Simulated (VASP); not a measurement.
A run of VASP 6.6.1:

Contents of INCAR:

```
ALGO = Normal ; EDIFF = 1E-6
ENCUT = 600 ; GGA_COMPAT = F
ISIF = 2 ; ISMEAR = -1
ISPIN = 2 ; LASPH = T
LCHARG = F ; LMAXMIX = 4
LORBIT = 11 ; LREAL = F
LWAVE = F ; MAGMOM = 0 0 1.5
NBANDS = 20 ; NELM = 200
PREC = Accurate ; SIGMA = 0.05
```

Contents of KPOINTS:

```
k-points
0
Gamma
  11 11 11
```

Contents of POSCAR:

```
Si2Ni
1.0
    0.0000000000      2.7030000000      2.7030000000
    2.7030000000      0.0000000000      2.7030000000
    2.7030000000      2.7030000000      0.0000000000
Si Ni
2 1
Direct
    0.2500000000      0.2500000000      0.2500000000
    0.7500000000      0.7500000000      0.7500000000
    0.0000000000      0.0000000000      0.0000000000
```

Potentials or basis: VASP PAW LDA potentials, release 64 (Si, Ni).

Run with:

```sh
$ cat potpaw_LDA.64/Si/POTCAR potpaw_LDA.64/Ni/POTCAR > POTCAR
$ mpirun -np 1 vasp_std > vasp.out
```

Hardware: 1 thread of AMD EPYC 7R43 64-Core Processor (Zen 3) (shared host).

**Question.** How long does it take, and how much memory?

**Answer.** Run time: 100 s on 1 thread of AMD EPYC 7R43 64-Core Processor (Zen 3), with other jobs on the host, peak memory 0.18 GiB. Counts: scf iterations 14, k points 56.
